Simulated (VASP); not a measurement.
# SiC (P6_3mc) in VASP: relaxation of cell and atoms with r2SCAN

Aim: the relaxation of cell and atoms of SiC with r2SCAN.

Everything below comes from runs of VASP 6.6.1. Logs are shortened: lines on timing, memory, paths and dates and some standing lists are left out, and cuts for length are marked.

## Step 1: The cell of the first run

It takes space group P6_3mc (No. 186, hexagonal). Conventional cell: a = 3.095 Å, b = 3.095 Å, c = 15.186 Å, α = 90.00°, β = 90.00°, γ = 120.00°. Within 2.5 Å of Si (site symmetry 3m) lie 4 C at 1.90 Å. Within 2.5 Å of Si (site symmetry 3m) lie 4 C at 1.89 to 1.90 Å. Within 2.5 Å of Si (site symmetry 3m) lie 4 C at 1.89 to 1.90 Å. Within 2.5 Å of C (site symmetry 3m) lie 4 Si at 1.89 to 1.90 Å. Within 2.5 Å of C (site symmetry 3m) lie 4 Si at 1.90 Å. C (site symmetry 3m) has 4 Si at 1.89 to 1.90 Å within 2.5 Å.

## Step 2: Relaxation of cell and atoms, r2SCAN

Input file POSCAR:

```
SiC
1.0
    3.0949980731      0.0000000000      0.0000000000
   -1.5474990366      2.6803469560      0.0000000000
    0.0000000000      0.0000000000     15.1864399632
Si C
6 6
Direct
    0.0000000000      0.0000000000      0.1250399221
    0.0000000000      0.0000000000      0.6250399221
    0.3333333333      0.6666666667      0.2918177992
    0.6666666667      0.3333333333      0.7918177992
    0.3333333333      0.6666666667      0.9583095063
    0.6666666667      0.3333333333      0.4583095063
    0.0000000000      0.0000000000     -0.0003123163
    0.0000000000      0.0000000000      0.4996876837
    0.3333333333      0.6666666667      0.1668296831
    0.6666666667      0.3333333333      0.6668296831
    0.3333333333      0.6666666667      0.8333154055
    0.6666666667      0.3333333333      0.3333154055
```

Input file INCAR.step1:

```
SYSTEM = SiC
ALGO     = Normal         ! electronic algorithm
EDIFF    = 1E-4           ! SCF threshold, eV
ENCUT    = 600            ! plane-wave cutoff, eV
GGA      = PE             ! functional
ISMEAR   = 0              ! smearing method
LASPH    = .TRUE.         ! aspherical terms in the spheres
LCHARG   = .FALSE.        ! write CHGCAR
LREAL    = .FALSE.        ! projectors in reciprocal space
LWAVE    = .TRUE.         ! write WAVECAR
NELM     = 100            ! most SCF steps
PREC     = Accurate       ! precision mode
SIGMA    = 0.02           ! smearing width, eV
```

Input file INCAR.step2:

```
SYSTEM = SiC
ALGO     = Normal         ! electronic algorithm
EDIFF    = 1E-6           ! SCF threshold, eV
EDIFFG   = -0.005         ! ionic threshold
ENCUT    = 600            ! plane-wave cutoff, eV
IBRION   = 2              ! ionic algorithm
ISIF     = 3              ! what is computed and relaxed
ISMEAR   = 0              ! smearing method
ISTART   = 1            
LASPH    = .TRUE.         ! aspherical terms in the spheres
LCHARG   = .FALSE.        ! write CHGCAR
LMIXTAU  = .TRUE.       
LREAL    = .FALSE.        ! projectors in reciprocal space
LWAVE    = .FALSE.        ! write WAVECAR
METAGGA  = R2SCAN         ! meta-GGA
NELM     = 100            ! most SCF steps
NSW      = 70             ! ionic steps
PREC     = Accurate       ! precision mode
SIGMA    = 0.02           ! smearing width, eV
```

Input file KPOINTS:

```
k-points
0
G
  12 12 2
  0 0 0
```

Potentials or basis: VASP PAW PBE potentials, release 64 (Si, C).

On the command line:

```sh
$ cat potpaw_PBE.64/Si/POTCAR potpaw_PBE.64/C/POTCAR > POTCAR
$ cp INCAR.step1 INCAR
$ mpirun -np 1 vasp_std > vasp.out
$ cp INCAR.step2 INCAR
$ mpirun -np 1 vasp_std > vasp.out
```

OUTCAR:

```text
SYSTEM = SiC
   EDIFF = 1E-6
   EDIFFG = -0.005
   ENCUT = 600
   IBRION = 2
   ISIF = 3
   ISMEAR = 0
   ISTART = 1
   LASPH = .TRUE.
   LREAL = .FALSE.
   METAGGA = R2SCAN
   NELM = 100
   NSW = 70
   PREC = Accurate

 ion  position               nearest neighbor table
   1  0.000  0.000  0.125-   9 1.90   9 1.90   9 1.90   7 1.90   5 3.10   5 3.10   5 3.10   3 3.10
                             3 3.10   3 3.10
   2  0.000  0.000  0.625-  10 1.90  10 1.90  10 1.90   8 1.90   6 3.10   6 3.10   6 3.10   4 3.10
                             4 3.10   4 3.10
   3  0.333  0.667  0.292-  12 1.89  12 1.89  12 1.89   9 1.90   6 3.10   6 3.10   6 3.10   1 3.10
                             1 3.10   1 3.10
   4  0.667  0.333  0.792-  11 1.89  11 1.89  11 1.89  10 1.90   5 3.10   5 3.10   5 3.10   2 3.10
                             2 3.10   2 3.10
   5  0.333  0.667  0.958-   7 1.89   7 1.89   7 1.89  11 1.90   4 3.10   4 3.10   4 3.10   1 3.10
                             1 3.10   1 3.10
   6  0.667  0.333  0.458-   8 1.89   8 1.89   8 1.89  12 1.90   3 3.10   3 3.10   3 3.10   2 3.10
                             2 3.10   2 3.10
   7  0.000  0.000  1.000-   5 1.89   5 1.89   5 1.89   1 1.90
   8  0.000  0.000  0.500-   6 1.89   6 1.89   6 1.89   2 1.90
   9  0.333  0.667  0.167-   1 1.90   1 1.90   1 1.90   3 1.90
  10  0.667  0.333  0.667-   2 1.90   2 1.90   2 1.90   4 1.90
  11  0.333  0.667  0.833-   4 1.89   4 1.89   4 1.89   5 1.90
  12  0.667  0.333  0.333-   3 1.89   3 1.89   3 1.89   6 1.90

  LATTYP: Found a hexagonal cell.
 ALAT       =     3.0949980731
 C/A-ratio  =     4.9067687942

  Lattice vectors:

 A1 = (   3.0949980731,   0.0000000000,   0.0000000000)
 A2 = (  -1.5474990366,   2.6803469560,   0.0000000000)
 A3 = (   0.0000000000,   0.0000000000,  15.1864399632)

Analysis of symmetry for initial positions (statically):
=====================================================================
 Subroutine PRICEL returns:
 Original cell was already a primitive cell.

 Routine SETGRP: Setting up the symmetry group for a
 hexagonal supercell.

 Subroutine GETGRP returns: Found 12 space group operations
 (whereof  6 operations were pure point group operations)
 out of a pool of 24 trial point group operations.

The static configuration has the point symmetry C_3v.
 The point group associated with its full space group is C_6v.

Analysis of symmetry for dynamics (positions and initial velocities):
=====================================================================
 Subroutine PRICEL returns:
 Original cell was already a primitive cell.

 Routine SETGRP: Setting up the symmetry group for a
 hexagonal supercell.

[... 136 lines left out ...]
   NELECT =      48.0000    total number of electrons
   NUPDOWN=      -1.0000    fix difference up-down
   EMIN   =  10.00;   EMAX   =-10.00  energy-range for DOS
   EFERMI =   0.00;   METHOD = LEGACY
   ISMEAR =     0;   SIGMA  =   0.02  broadening in eV -4-tet -1-fermi 0-gaus
   EFERMI_NEDOS =   21; number of points for ismear=-14 and -15
   IALGO  =     38    algorithm
   IMIX   =      4    mixing-type and parameters
     AMIX     =   0.40;   BMIX     =  1.00
     AMIX_MAG =   1.60;   BMIX_MAG =  1.00
  volume/ion in A,a.u.               =      10.50        70.85
  Fermi-wavevector in a.u.,A,eV,Ry     =   1.186823  2.242771 19.164485  1.408550
  Thomas-Fermi vector in A             =   2.322988
   LORBIT       =      0    0 simple, 1 ext, 2 COOP (PROOUT), +10 PAW based schemes
   METAGGA = R2SCAN    functional components
   LHFCALC =     F    Hartree Fock is set to
   AEXX    =    0.0000 exact exchange contribution
   IVDW    =     0    specifies the selected vdW correction
   LEPSILON=     F    determine dielectric tensor
   LRPA    =     F    only Hartree local field effects (RPA)
 conjugate gradient relaxation of ions
 non-spin polarized calculation
 Gauss-broadening in eV      SIGMA  =   0.02
  energy-cutoff  :      600.00
  volume of cell :      125.98
 maximum number of plane-waves:      4232
 NGX is ok and might be reduce to    28
   NGX = 13   NGY = 13   NGZ = 61

--------------------------------------- Ionic step        1  -------------------------------------------

 number of electron      47.9999999 magnetization

 Free energy of the ion-electron system (eV)
  ---------------------------------------------------
  ext. energy  EPLUGINS =         0.00000000
  ---------------------------------------------------
  free energy    TOTEN  =      -115.95239621 eV

  energy without entropy =     -115.95239621  energy(sigma->0) =     -115.95239621

------------------------ aborting loop because EDIFF is reached ----------------------------------------

  FORCE on cell =-STRESS in cart. coord.  units (eV):
  Direction    XX          YY          ZZ          XY          YZ          ZX
  --------------------------------------------------------------------------------------
  -------------------------------------------------------------------------------------
  Total       -3.0577378     -3.0577378     -2.9885938      0.0000000      0.0000000      0.0000000
  in kB      -38.8869118    -38.8869118    -38.0075692      0.0000000      0.0000000      0.0000000
  external PRESSURE =     -38.5937976 kB  Pullay stress =       0.0000000 kB
[... 217 lines left out ...]
--------------------------------------- Ionic step        6  -------------------------------------------

 number of electron      47.9999998 magnetization

 Free energy of the ion-electron system (eV)
  ---------------------------------------------------
  ext. energy  EPLUGINS =         0.00000000
  ---------------------------------------------------
  free energy    TOTEN  =      -115.97917865 eV

  energy without entropy =     -115.97917865  energy(sigma->0) =     -115.97917865

 E-fermi :   8.2186     XC(G=0): -11.9453

 val. band max:        8.0623940096   @ k =   0.0000   0.0000   0.0000
 cond. band min:      10.4615858174   @ k =   0.5000   0.0000   0.0000
 fundamental gap:      2.3991918078
 Fermi energy:         8.2186044901

 k-point     1 :       0.0000    0.0000    0.0000
  band No.  band energies     occupation
      1      -8.1955      2.00000
      2      -7.6542      2.00000
      3      -7.6175      2.00000
      4      -6.0775      2.00000
      5      -6.0463      2.00000
      6      -4.5596      2.00000
[... 805 lines left out ...]
     30      13.9248      0.00000
     31      14.7366      0.00000

 [... further k-points ...]

------------------------ aborting loop because EDIFF is reached ----------------------------------------

  FORCE on cell =-STRESS in cart. coord.  units (eV):
  Direction    XX          YY          ZZ          XY          YZ          ZX
  --------------------------------------------------------------------------------------
  -------------------------------------------------------------------------------------
  Total        0.0018211      0.0018211      0.0033897     -0.0000000      0.0000000      0.0000000
  in kB        0.0235700      0.0235700      0.0438723     -0.0000000      0.0000000      0.0000000
  external PRESSURE =       0.0303374 kB  Pullay stress =       0.0000000 kB
[... 27 lines left out ...]
  FREE ENERGIE OF THE ION-ELECTRON SYSTEM (eV)
  ---------------------------------------------------
  free  energy   TOTEN  =      -115.9791786547 eV

  energy  without entropy=     -115.9791786547  energy(sigma->0) =     -115.97917865

 reached required accuracy - stopping structural energy minimisation
```

OSZICAR.step1:

```text
N       E                     dE             d eps       ncg     rms          rms(c)
DAV:   1     0.158667293993E+03    0.15867E+03   -0.24148E+04  2356   0.157E+03
DAV:   2    -0.874774028940E+02   -0.24614E+03   -0.23405E+03  3116   0.239E+02
DAV:   3    -0.100988594711E+03   -0.13511E+02   -0.13420E+02  2888   0.574E+01
DAV:   4    -0.101254362928E+03   -0.26577E+00   -0.26502E+00  2905   0.892E+00
DAV:   5    -0.101261549405E+03   -0.71865E-02   -0.71826E-02  2884   0.141E+00    0.212E+01
DAV:   6    -0.906743839754E+02    0.10587E+02   -0.36724E+01  2734   0.240E+01    0.930E+00
DAV:   7    -0.904257185358E+02    0.24867E+00   -0.27657E+00  3216   0.696E+00    0.406E+00
DAV:   8    -0.903840196712E+02    0.41699E-01   -0.18148E-01  2797   0.197E+00    0.113E+00
DAV:   9    -0.903811075569E+02    0.29121E-02   -0.23944E-02  2874   0.787E-01    0.179E-01
DAV:  10    -0.903818384790E+02   -0.73092E-03   -0.21488E-03  2972   0.222E-01    0.888E-02
DAV:  11    -0.903819501443E+02   -0.11167E-03   -0.27894E-04  2252   0.105E-01    0.203E-02
DAV:  12    -0.903819558026E+02   -0.56583E-05   -0.53791E-05  1850   0.356E-02
   1 F= -.90381956E+02 E0= -.90381956E+02  d E =-.996201E-25
```

It took 83 min on 1 thread of Oxide Virtual Turin-like, shared host; peak memory 0.38 GiB.

What came out:

- Free energy: -115.9792 eV
- Relaxed volume: 10.32 Å³/atom
- Relaxed cell: a = 3.077 Å, b = 3.077 Å, c = 15.099 Å, α = 90.00°, β = 90.00°, γ = 120.00°
- Space group after relaxing (to 0.1 Å): P6_3mc (No. 186)
- Energy gained by relaxing: 2.2 meV/atom
- Ionic steps: 6
- Pressure after relaxing: 0.0 GPa
- Band gap on the k mesh: 2.40 eV (least direct gap 3.56 eV)

Step by step:
| step | energy change (eV) | largest force (eV/Å) | pressure (GPa) | volume (Å³) |
| --- | --- | --- | --- | --- |
| 1 | 0.0000 | 0.0063 | -3.86 | 125.98 |
| 2 | 0.0062 | 0.0162 | 4.55 | 121.43 |
| 3 | -0.0268 | 0.0050 | -0.05 | 123.80 |
| 4 | -0.0268 | 0.0052 | 0.08 | 123.75 |
| 5 | -0.0268 | 0.0057 | -0.09 | 123.83 |
| 6 | -0.0268 | 0.0006 | 0.00 | 123.79 |

Final structure:
```xyz
12
Lattice="3.0768 0.0000 0.0000 -1.5384 2.6646 0.0000 0.0000 0.0000 15.0988" Properties=species:S:1:pos:R:3 pbc="T T T"
Si    0.0000    0.0000    1.8879
Si   -1.5384    2.6646    9.4373
Si    0.0000    1.7764    4.4061
Si    1.5384    0.8882   11.9555
Si    0.0000    1.7764   14.4692
Si    1.5384    0.8882    6.9198
C     0.0000    0.0000   15.0940
C     3.0768    0.0000    7.5446
C     0.0000    1.7764    2.5191
C     1.5384    0.8882   10.0685
C     0.0000    1.7764   12.5820
C     1.5384    0.8882    5.0326
```

Levels at points of the mesh, in eV from the valence-band top:
```tsv
k point	band 20	band 21	band 22	band 23	band 24	band 25	band 26	band 27	band 28	band 29
(0.00, 0.00, 0.00)	-0.32	-0.32	-0.04	0.00	0.00	5.77	5.95	6.36	6.88	6.93
(0.50, 0.00, 0.00)	-2.34	-1.90	-1.87	-1.72	-1.16	2.40	2.62	3.68	4.35	5.11
(0.00, 0.00, 0.50)	-0.67	-0.10	-0.10	-0.10	-0.10	5.84	5.84	6.59	6.59	7.31
(0.50, 0.00, 0.50)	-2.47	-1.79	-1.79	-1.37	-1.37	2.46	2.46	3.90	3.90	5.36
```

Caveat: the PAW data sets were made with another functional, which shifts forces and pressure a little.
